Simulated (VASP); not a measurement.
# NaI (rock salt type) in VASP: notebook

NaI (rock salt type) is run at these levels: HSE06, PBE0; tasks: single point.

Program: VASP 6.6.1. These are calculated values, not measurements. Logs are shortened: lines on timing, memory, paths and dates and some standing lists are left out, and cuts for length are marked.

### 1 The cell of the first run

It takes space group Fm-3m (No. 225, cubic). Conventional cell: a = 6.616 Å, b = 6.616 Å, c = 6.616 Å, α = 90.00°, β = 90.00°, γ = 90.00°. Within 4.4 Å of Na (site symmetry m-3m) lie 6 I at 3.31 Å. Within 4.4 Å of I (site symmetry m-3m) lie 6 Na at 3.31 Å.

### 2 Single point, HSE06

File POSCAR:

```
NaI
1.0
    0.0000000000      3.3079654535      3.3079654535
    3.3079654535      0.0000000000      3.3079654535
    3.3079654535      3.3079654535      0.0000000000
Na I
1 1
Direct
    0.0000000000      0.0000000000      0.0000000000
    0.5000000000      0.5000000000      0.5000000000
```

File INCAR.step1:

```
PREC = Accurate
ENCUT = 520
EDIFF = 1E-5
ISMEAR = -1
SIGMA = 0.05
LREAL = F
LASPH = T
NELM = 80
ALGO = Normal
ISIF = 2
LWAVE = T
LCHARG = F
GGA = PE
NBANDS = 14
```

File INCAR.step2:

```
PREC = Accurate
ENCUT = 520
EDIFF = 1E-6
ISMEAR = -1
SIGMA = 0.05
LREAL = F
LASPH = T
NELM = 80
ALGO = Normal
ISIF = 2
LWAVE = F
LCHARG = F
GGA = PE
LHFCALC = T
HFSCREEN = 0.2079
PRECFOCK = Normal
ISTART = 1
NBANDS = 14
```

File KPOINTS:

```
Automatic mesh
0
Gamma
  4 4 4
```

Potentials or basis: VASP PAW PBE potentials, release 64 (Na_pv, I).

Run with:

```
cat potpaw_PBE.64/Na_pv/POTCAR potpaw_PBE.64/I/POTCAR > POTCAR
cp INCAR.step1 INCAR
mpirun -np 1 vasp_std > vasp.out
cp INCAR.step2 INCAR
mpirun -np 1 vasp_std > vasp.out
```

OUTCAR:

```text
PREC = Accurate
   ENCUT = 520
   EDIFF = 1E-6
   ISMEAR = -1
   LREAL = F
   LASPH = T
   NELM = 80
   ISIF = 2
   GGA = PE
   LHFCALC = T
   HFSCREEN = 0.2079
   PRECFOCK = Normal
   ISTART = 1

 ion  position               nearest neighbor table
   1  0.000  0.000  0.000-
   2  0.500  0.500  0.500-

  LATTYP: Found a face centered cubic cell.
 ALAT       =     6.6159309070

  Lattice vectors:

 A1 = (   0.0000000000,   3.3079654535,   3.3079654535)
 A2 = (   3.3079654535,   0.0000000000,   3.3079654535)
 A3 = (   3.3079654535,   3.3079654535,   0.0000000000)

Analysis of symmetry for initial positions (statically):
=====================================================================
 Subroutine PRICEL returns:
 Original cell was already a primitive cell.

 Routine SETGRP: Setting up the symmetry group for a
 face centered cubic supercell.

 Subroutine GETGRP returns: Found 48 space group operations
 (whereof 48 operations were pure point group operations)
 out of a pool of 48 trial point group operations.

The static configuration has the point symmetry O_h .

Analysis of symmetry for dynamics (positions and initial velocities):
=====================================================================
 Subroutine PRICEL returns:
 Original cell was already a primitive cell.

 Routine SETGRP: Setting up the symmetry group for a
 face centered cubic supercell.

 Subroutine GETGRP returns: Found 48 space group operations
 (whereof 48 operations were pure point group operations)
 out of a pool of 48 trial point group operations.

The dynamic configuration has the point symmetry O_h .

 Subroutine INISYM returns: Found 48 space group operations
 (whereof 48 operations are pure point group operations),
 and found     1 'primitive' translations

----------------------------------------------------------------------------------------

                                     Primitive cell

  volume of cell :      72.3957

  direct lattice vectors                    reciprocal lattice vectors
     0.000000000  3.307965454  3.307965454    -0.151150309  0.151150309  0.151150309
     3.307965454  0.000000000  3.307965454     0.151150309 -0.151150309  0.151150309
     3.307965454  3.307965454  0.000000000     0.151150309  0.151150309 -0.151150309

  length of vectors
     4.678169608  4.678169608  4.678169608     0.261800015  0.261800015  0.261800015

[... 79 lines left out ...]
   EFERMI_NEDOS =   21; number of points for ismear=-14 and -15
   IALGO  =     38    algorithm
   IMIX   =      1    mixing-type and parameters
     AMIX     =   0.40;   BMIX     =  1.00
     AMIX_MAG =   1.60;   BMIX_MAG =  1.00
  volume/ion in A,a.u.               =      36.20       244.28
  Fermi-wavevector in a.u.,A,eV,Ry     =   0.946702  1.789007 12.194144  0.896244
  Thomas-Fermi vector in A             =   2.074725
   LORBIT       =      0    0 simple, 1 ext, 2 COOP (PROOUT), +10 PAW based schemes
   GGA     = PE    functional components
   LHFCALC =     T    Hartree Fock is set to
   PRECFOCK=normal    Normal, Fast or Accurate (Low or Medium for compatibility)
   ENCUT4O =  -1.0   cutoff for four orbital integrals eV
   NKREDX  =     1    reduce k-point grid by
   NKREDY  =     1    reduce k-point grid by
   NKREDZ  =     1    reduce k-point grid by
   AEXX    =    0.2500 exact exchange contribution
   HFSCREEN=    0.2079 screening length (either q_TF or 0.3 A-1)
   HFSCREENC=   0.2079 screening length for correlation (either q_TF or 0.3 A-1)
   ENCUTFOCK=  -1.0 apply spherical cutoff to Coloumb kernel
   IVDW    =     0    specifies the selected vdW correction
   LEPSILON=     F    determine dielectric tensor
   LRPA    =     F    only Hartree local field effects (RPA)
 non-spin polarized calculation
  energy-cutoff  :      520.00
  volume of cell :       72.40
 maximum number of plane-waves:      1964
 NGX is ok and might be reduce to    36
  NGX = 28; NGY = 28; NGZ = 28

 number of electron      14.0000006 magnetization

 Free energy of the ion-electron system (eV)
  ---------------------------------------------------
  ext. energy  EPLUGINS =         0.00000000
  ---------------------------------------------------
  free energy    TOTEN  =        -6.24665046 eV

  energy without entropy =       -6.24665046  energy(sigma->0) =       -6.24665046

 E-fermi :   0.8132     XC(G=0):  -6.2500

 val. band max:       -0.3392153402   @ k =   0.0000   0.0000   0.0000
 cond. band min:       4.1372539042   @ k =   0.0000   0.0000   0.0000
 fundamental gap:      4.4764692444
 Fermi energy:         0.8132063897

 k-point     1 :       0.0000    0.0000    0.0000
  band No.  band energies     occupation
      1     -25.2254      2.00000
      2     -25.2254      2.00000
      3     -25.2254      2.00000
      4     -12.1277      2.00000
      5      -0.3392      2.00000
      6      -0.3392      2.00000
      7      -0.3392      2.00000
      8       4.1373      0.00000
      9       8.6539      0.00000
     10       8.6539      0.00000
     11       8.6539      0.00000
     12      10.4858      0.00000
     13      10.4858      0.00000
     14      11.1098      0.00000
[... 105 lines left out ...]
      1     -25.2274      2.00000
      2     -25.2274      2.00000
      3     -25.2265      2.00000
      4     -11.7541      2.00000
      5      -1.6750      2.00000
      6      -1.6750      2.00000
      7      -1.2038      2.00000
      8       6.4101      0.00000
      9       8.0953      0.00000
     10       8.0953      0.00000
     11       8.5369      0.00000
     12      12.5564      0.00000
     13      12.5564      0.00000
     14      13.3035      0.00000

------------------------ aborting loop because EDIFF is reached ----------------------------------------

  FORCE on cell =-STRESS in cart. coord.  units (eV):
  Direction    XX          YY          ZZ          XY          YZ          ZX
  --------------------------------------------------------------------------------------
  -------------------------------------------------------------------------------------
  Total       -0.3483560     -0.3483560     -0.3483560      0.0000000      0.0000000      0.0000000
  in kB       -7.7094063     -7.7094063     -7.7094063      0.0000000      0.0000000      0.0000000
  external PRESSURE =      -7.7094063 kB  Pullay stress =       0.0000000 kB

 VOLUME and BASIS-vectors are now :
 -----------------------------------------------------------------------------
  energy-cutoff  :      520.00
  volume of cell :       72.40
      direct lattice vectors                 reciprocal lattice vectors
     0.000000000  3.307965454  3.307965454    -0.151150309  0.151150309  0.151150309
     3.307965454  0.000000000  3.307965454     0.151150309 -0.151150309  0.151150309
     3.307965454  3.307965454  0.000000000     0.151150309  0.151150309 -0.151150309

 POSITION                                       TOTAL-FORCE (eV/Angst)
 -----------------------------------------------------------------------------------
      0.00000      0.00000      0.00000         0.000000     -0.000000      0.000000
      3.30797      3.30797      3.30797         0.000000      0.000000     -0.000000
 -----------------------------------------------------------------------------------
    total drift:                               -0.000002     -0.000005     -0.000005

  FREE ENERGIE OF THE ION-ELECTRON SYSTEM (eV)
  ---------------------------------------------------
  free  energy   TOTEN  =        -6.2466504571 eV

  energy  without entropy=       -6.2466504571  energy(sigma->0) =       -6.24665046
```

Run time: 4.7 min. Hardware: 1 thread of AMD EPYC 9R45 (Zen 5), shared host; peak memory 0.28 GiB.

What came out:

```
Free energy            : -6.2467 eV
Pressure               : -0.8 GPa
Band gap on the k mesh : 4.48 eV
```

Levels at points of the mesh, in eV from the valence-band top:
```tsv
k point	band 3	band 4	band 5	band 6	band 7	band 8	band 9	band 10	band 11	band 12
(0.00, 0.00, 0.00)	-24.89	-11.79	0.00	0.00	0.00	4.48	8.99	8.99	8.99	10.82
(0.50, 0.00, 0.00)	-24.89	-11.50	-2.08	-0.26	-0.26	6.04	8.47	8.47	9.52	11.29
(0.50, 0.50, 0.00)	-24.89	-11.42	-1.83	-0.71	-0.71	5.47	6.61	10.65	12.19	12.19
```

Caveat: the PAW data sets were made with another functional, which shifts forces and pressure a little; spin-orbit coupling is left out, which moves the levels of the heavy elements.

### 3 Single point, PBE0

This run uses another cell than the first one, of 34.81 Å³/atom.

File POSCAR:

```
NaI
1.0
    0.0000000000      3.2650000000      3.2650000000
    3.2650000000      0.0000000000      3.2650000000
    3.2650000000      3.2650000000      0.0000000000
Na I
1 1
Direct
    0.0053049029      0.0053049029      0.0053049029
    0.5000000000      0.5000000000      0.5000000000
```

File INCAR.step1:

```
SYSTEM = NaI
  ALGO = Normal
  EDIFF = 1E-5
  ENCUT = 520
  GGA = PE
  ISIF = 2
  ISMEAR = -1
  LASPH = .True.
  LCHARG = .False.
  LREAL = .False.
  LWAVE = .True.
  NBANDS = 14
  NELM = 80
  PREC = Accurate
  SIGMA = 0.05
```

File INCAR.step2:

```
SYSTEM = NaI
  AEXX = 0.25
  ALGO = Normal
  EDIFF = 1E-6
  ENCUT = 520
  GGA = PE
  ISIF = 2
  ISMEAR = -1
  ISTART = 1
  LASPH = .True.
  LCHARG = .False.
  LHFCALC = .True.
  LREAL = .False.
  LWAVE = .False.
  NBANDS = 14
  NELM = 80
  PREC = Accurate
  PRECFOCK = Normal
  SIGMA = 0.05
```

File KPOINTS:

```
k-points
0
Gamma
  4 4 4
  0 0 0
```

Potentials or basis: VASP PAW PBE potentials, release 64 (Na_pv, I).

Run with:

```
cat potpaw_PBE.64/Na_pv/POTCAR potpaw_PBE.64/I/POTCAR > POTCAR
cp INCAR.step1 INCAR
mpirun -np 1 vasp_std > vasp.out
cp INCAR.step2 INCAR
mpirun -np 1 vasp_std > vasp.out
```

Wall time 7.7 min (1 thread of AMD EPYC 9R45 (Zen 5), shared host); peak memory 0.19 GiB.

Results (log left out):

```yaml
Free_energy: -6.7824 eV
Pressure: -0.3 GPa
Largest_force: 0.044 eV/Å
Band_gap_on_the_k_mesh: 5.28 eV
```

Forces in eV/Å, atoms in the order of the input:
```
Na  -0.025 -0.025 -0.025
I    0.025  0.025  0.025
```

Levels at points of the mesh, in eV from the valence-band top:
```tsv
k point	band 4	band 5	band 6	band 7	band 8	band 9	band 10	band 11
(0.00, 0.00, 0.00)	-11.93	0.00	0.00	0.00	5.28	9.74	9.74	9.74
(0.50, 0.00, 0.00)	-11.60	-2.27	-0.29	-0.29	6.76	9.25	9.25	10.58
(0.50, 0.50, 0.50)	-11.60	-2.27	-0.29	-0.29	6.77	9.25	9.25	10.58
(0.50, 0.50, 0.00)	-11.51	-2.00	-0.78	-0.78	6.24	7.26	11.64	13.18
```

Caveat: the PAW data sets were made with another functional, which shifts forces and pressure a little; spin-orbit coupling is left out, which moves the levels of the heavy elements.

### 4 Single point, HSE06

This run uses another cell than the first one, of 34.81 Å³/atom.

POSCAR is that of step 3.

File INCAR.step1:

```
SYSTEM = NaI
  PREC = Accurate
  ENCUT = 520
  EDIFF = 1E-5
  ISMEAR = -1
  SIGMA = 0.05
  LREAL = .False.
  LASPH = .True.
  NELM = 60
  ALGO = Normal
  ISIF = 2
  LWAVE = .True.
  LCHARG = .False.
  NBANDS = 14
  GGA = PE
```

File INCAR.step2:

```
SYSTEM = NaI
  PREC = Accurate
  ENCUT = 520
  EDIFF = 1E-6
  ISMEAR = -1
  SIGMA = 0.05
  LREAL = .False.
  LASPH = .True.
  NELM = 60
  ALGO = Normal
  ISIF = 2
  LWAVE = .False.
  LCHARG = .False.
  GGA = PE
  LHFCALC = .True.
  HFSCREEN = 0.2079
  PRECFOCK = Normal
  NBANDS = 14
  ISTART = 1
```

File KPOINTS:

```
regular mesh
0
Gamma
  4 4 4
  0 0 0
```

Run with:

```
cat potpaw_PBE.64/Na_pv/POTCAR potpaw_PBE.64/I/POTCAR > POTCAR
cp INCAR.step1 INCAR
mpirun -np 1 vasp_std > vasp.out
cp INCAR.step2 INCAR
mpirun -np 1 vasp_std > vasp.out
```

Wall time 7.5 min (1 thread of AMD EPYC 9R45 (Zen 5), shared host); peak memory 0.29 GiB.

The run converged. Its results:

```
Free energy            : -6.2542 eV
Pressure               : -0.2 GPa
Largest force          : 0.043 eV/Å
Band gap on the k mesh : 4.58 eV
```

Forces on the atoms (eV/Å):
```
Na  -0.025 -0.025 -0.025
I    0.025  0.025  0.025
```

Levels at points of the mesh, in eV from the valence-band top:
```tsv
k point	band 5	band 6	band 7	band 8	band 9	band 10
(0.00, 0.00, 0.00)	0.00	0.00	0.00	4.58	9.00	9.00
(0.50, 0.00, 0.00)	-2.23	-0.29	-0.29	6.06	8.51	8.51
(0.50, 0.50, 0.50)	-2.23	-0.29	-0.29	6.06	8.51	8.51
(0.50, 0.50, 0.00)	-1.96	-0.77	-0.76	5.51	6.55	10.91
```

Caveat: the PAW data sets were made with another functional, which shifts forces and pressure a little; spin-orbit coupling is left out, which moves the levels of the heavy elements.

### 5 Single point, HSE06

This run uses another cell than the first one, of 34.81 Å³/atom.

POSCAR is that of step 4.

File INCAR.step1:

```
PREC = Accurate
ENCUT = 520
EDIFF = 1E-5
ISMEAR = -1
SIGMA = 0.05
LREAL = F
LASPH = T
NELM = 60
ALGO = Normal
ISIF = 2
LWAVE = T
LCHARG = F
NBANDS = 14
GGA = PE
```

File INCAR.step2:

```
PREC = Accurate
ENCUT = 520
EDIFF = 1E-7
ISMEAR = -1
SIGMA = 0.05
LREAL = F
LASPH = T
NELM = 60
ALGO = Normal
ISIF = 2
LWAVE = F
LCHARG = F
GGA = PE
LHFCALC = T
HFSCREEN = 0.2079
PRECFOCK = Normal
NBANDS = 14
ISTART = 1
```

File KPOINTS:

```
regular mesh
0
Gamma
  4 4 4
```

Run with:

```
cat potpaw_PBE.64/Na_pv/POTCAR potpaw_PBE.64/I/POTCAR > POTCAR
cp INCAR.step1 INCAR
mpirun -np 1 vasp_std > vasp.out
cp INCAR.step2 INCAR
mpirun -np 1 vasp_std > vasp.out
```

It took 8 min on 1 thread of AMD EPYC 9R45 (Zen 5), shared host; peak memory 0.29 GiB.

Results (log left out):

```yaml
Free_energy: -6.2542 eV
Pressure: -0.2 GPa
Largest_force: 0.043 eV/Å
Band_gap_on_the_k_mesh: 4.58 eV
```

Forces in eV/Å, atoms in the order of the input:
```
Na  -0.025 -0.025 -0.025
I    0.025  0.025  0.025
```

Levels at points of the mesh, in eV from the valence-band top:
```tsv
k point	band 3	band 4	band 5	band 6	band 7	band 8	band 9	band 10	band 11	band 12
(0.00, 0.00, 0.00)	-24.83	-11.89	0.00	0.00	0.00	4.58	9.00	9.00	9.01	10.90
(0.50, 0.00, 0.00)	-24.83	-11.56	-2.23	-0.29	-0.29	6.06	8.51	8.51	9.82	11.40
(0.50, 0.50, 0.50)	-24.83	-11.56	-2.23	-0.29	-0.29	6.06	8.51	8.51	9.82	11.40
(0.50, 0.50, 0.00)	-24.83	-11.48	-1.96	-0.76	-0.76	5.51	6.55	10.91	12.44	12.44
```

Caveat: the PAW data sets were made with another functional, which shifts forces and pressure a little; spin-orbit coupling is left out, which moves the levels of the heavy elements.

### 6 Overview

| level | cell | screening parameter | gap on the mesh (eV) | pressure (GPa) | largest force (eV/Å) |
| --- | --- | --- | --- | --- | --- |
| HSE06 | a = 4.678 Å, angles 60.0°, 2 atoms, atomic positions A | 0.2079 1/Å | 4.48 | -0.8 | - |
| PBE0 | a = 4.617 Å, angles 60.0°, 2 atoms, atomic positions B | - | 5.28 | -0.3 | 0.04 |
| HSE06 | a = 4.617 Å, angles 60.0°, 2 atoms, atomic positions B | 0.2079 1/Å | 4.58 | -0.2 | 0.04 |

Alike in all rows: task single point; potentials or basis VASP PAW PBE potentials, release 64 (Na_pv, I); no spin polarisation; k mesh 4 × 4 × 4; cutoff (eV) 520; smearing fermi-dirac 0.05 eV.

Caveats: the PAW data sets were made with another functional, which shifts forces and pressure a little; spin-orbit coupling is left out, which moves the levels of the heavy elements.

Total energies depend on the potentials used, so only differences within one code and one set of settings carry meaning.
